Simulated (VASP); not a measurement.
# Al30Cu (a cell with a defect) in VASP: further runs, part 2 of 2

VASP 6.6.1. The steps go on from the part before.

### Step 3. Single point, PBE

INCAR reads:

```
PREC = Accurate ; ENCUT = 520
EDIFF = 1E-7 ; ISMEAR = 0
SIGMA = 0.1 ; LREAL = Auto
LASPH = T ; NELM = 80
ALGO = Normal ; ISIF = 2
LWAVE = F ; LCHARG = F
GGA = PE ; NBANDS = 72
```

KPOINTS reads:

```
Automatic mesh
0
Gamma
  3 3 3
```

POSCAR reads:

```
Al30Cu
1.0
    8.1000000000      0.0000000000      0.0000000000
    0.0000000000      8.1000000000      0.0000000000
    0.0000000000      0.0000000000      8.1000000000
Al Cu
30 1
Direct
    0.4963151852      0.0032608642      0.0000000000
    0.7482356790      0.2529370370      0.0000000000
    0.7507960494      0.0004949383      0.2513679012
    0.0004449383      0.0004449383      0.0000000000
    0.7475072840      0.7475072840      0.0000000000
    0.2484492593      0.0033546914      0.2493487654
    0.4959488889      0.2550196296      0.2388132099
    0.7477327160      0.5003225926      0.2475119753
    0.4994707407      0.0016906173      0.5000000000
    0.7507466667      0.2489366667      0.5000000000
    0.7507960494      0.0004949383      0.7486320988
    0.0032608642      0.4963151852      0.0000000000
    0.2529370370      0.7482356790      0.0000000000
    0.0033546914      0.2484492593      0.2493487654
    0.2550196296      0.4959488889      0.2388132099
    0.5003225926      0.7477327160      0.2475119753
    0.0003640741      0.0003640741      0.5000000000
    0.2494772840      0.2494772840      0.5000000000
    0.4998319753      0.4998319753      0.5000000000
    0.7510643210      0.7510643210      0.5000000000
    0.2484492593      0.0033546914      0.7506512346
    0.4959488889      0.2550196296      0.7611867901
    0.7477327160      0.5003225926      0.7524880247
    0.0004949383      0.7507960494      0.2513679012
    0.0016906173      0.4994707407      0.5000000000
    0.2489366667      0.7507466667      0.5000000000
    0.0033546914      0.2484492593      0.7506512346
    0.2550196296      0.4959488889      0.7611867901
    0.5003225926      0.7477327160      0.7524880247
    0.0004949383      0.7507960494      0.7486320988
    0.2454793827      0.2454793827      0.0000000000
```

Potentials or basis: VASP PAW PBE potentials, release 64 (Al, Cu).

Launch:

```
cat potpaw_PBE.64/Al/POTCAR potpaw_PBE.64/Cu/POTCAR > POTCAR
mpirun -np 1 vasp_std > vasp.out
```

OUTCAR:

```text
PREC = Accurate
   ENCUT = 520
   EDIFF = 1E-7
   ISMEAR = 0
   LREAL = Auto
   LASPH = T
   NELM = 80
   ISIF = 2
   GGA = PE

 ion  position               nearest neighbor table
   1  0.496  0.003  0.000-   7 2.81  22 2.81  31 2.82   6 2.85  21 2.85  13 2.86   2 2.87  29 2.88
                            16 2.88   3 2.90  11 2.90   5 2.90
   2  0.748  0.253  0.000-   7 2.81  22 2.81   8 2.83  23 2.83  12 2.86   1 2.87  11 2.89   3 2.89
                            14 2.89  27 2.89   4 2.89
   3  0.751  0.000  0.251-  10 2.85  20 2.85  17 2.85  24 2.86   9 2.86  14 2.87   4 2.87  16 2.88
[... 816 lines left out ...]
  Total       -7.4960840     -7.4960840     -7.1944489     -0.2582806      0.0000000      0.0000000
  in kB      -22.5990390    -22.5990390    -21.6896756     -0.7786589      0.0000000      0.0000000
  external PRESSURE =     -22.2959178 kB  Pullay stress =       0.0000000 kB

 VOLUME and BASIS-vectors are now :
 -----------------------------------------------------------------------------
  energy-cutoff  :      520.00
  volume of cell :      531.44
      direct lattice vectors                 reciprocal lattice vectors
     8.100000000  0.000000000  0.000000000     0.123456790  0.000000000  0.000000000
     0.000000000  8.100000000  0.000000000     0.000000000  0.123456790  0.000000000
     0.000000000  0.000000000  8.100000000     0.000000000  0.000000000  0.123456790

 POSITION                                       TOTAL-FORCE (eV/Angst)
 -----------------------------------------------------------------------------------
      4.02015      0.02641      0.00000         0.004313     -0.013152      0.000000
      6.06071      2.04879      0.00000         0.001465      0.000059      0.000000
      6.08145      0.00401      2.03608         0.004508      0.001056      0.005830
      0.00360      0.00360      0.00000         0.000485      0.000485      0.000000
      6.05481      6.05481      0.00000        -0.003383     -0.003383      0.000000
      2.01244      0.02717      2.01972         0.000404     -0.003244      0.007586
[... 23 lines left out ...]
      0.00401      6.08145      6.06392         0.001056      0.004508     -0.005830
      1.98838      1.98838      0.00000        -0.009293     -0.009293      0.000000
 -----------------------------------------------------------------------------------
    total drift:                                0.011225      0.011225      0.000005

  FREE ENERGIE OF THE ION-ELECTRON SYSTEM (eV)
  ---------------------------------------------------
  free  energy   TOTEN  =      -115.8038796640 eV

  energy  without entropy=     -115.7545072618  energy(sigma->0) =     -115.77919346
```

stdout:

```text
POSCAR found type information on POSCAR AlCu
 POSCAR found :  2 types and      31 ions
 scaLAPACK will be used
 LDA part: xc-table for (Slater+PW92), standard interpolation
 POSCAR, INCAR and KPOINTS ok, starting setup
 FFT: planning ... GRIDC
 FFT: planning ... GRID_SOFT
 FFT: planning ... GRID
 WAVECAR not read
 entering main loop
```

Wall time 8.9 min (1 thread of Intel Xeon Platinum 8259CL at 2.50GHz (Skylake/Cascade Lake), shared host); peak memory 0.58 GiB.

Results:

```yaml
Free_energy: -115.8039 eV
Pressure: -2.2 GPa
Largest_force: 0.014 eV/Å
Band_gap_on_the_k_mesh: zero (an odd number of electrons rules out a gap without spin polarisation)
```

Forces on the atoms (eV/Å):
```
Al   0.004 -0.013  0.000
Al   0.001  0.000  0.000
Al   0.005  0.001  0.006
Al   0.000  0.000  0.000
Al  -0.003 -0.003  0.000
Al   0.000 -0.003  0.008
Al   0.004  0.002 -0.003
Al  -0.005  0.001  0.001
Al  -0.001  0.011  0.000
Al   0.002 -0.008  0.000
Al   0.005  0.001 -0.006
Al  -0.013  0.004  0.000
Al   0.000  0.001  0.000
Al  -0.003  0.000  0.008
Al   0.002  0.004 -0.003
Al   0.001 -0.005  0.001
Al   0.001  0.001  0.000
Al  -0.005 -0.005  0.000
Al   0.002  0.002  0.000
Al   0.007  0.007  0.000
Al   0.000 -0.003 -0.008
Al   0.004  0.002  0.003
Al  -0.005  0.001 -0.001
Al   0.001  0.005  0.006
Al   0.011 -0.001  0.000
Al  -0.008  0.002  0.000
Al  -0.003  0.000 -0.008
Al   0.002  0.004  0.003
Al   0.001 -0.005 -0.001
Al   0.001  0.005 -0.006
Cu  -0.009 -0.009  0.000
```

Levels at points of the mesh, in eV from the Fermi level:
```csv
k point,band 48,band 49,band 50,band 51,band 52,band 53,band 54,band 55
"(0.00, 0.00, 0.00)",-0.13,-0.08,-0.03,0.62,0.64,0.66,0.69,0.85
```
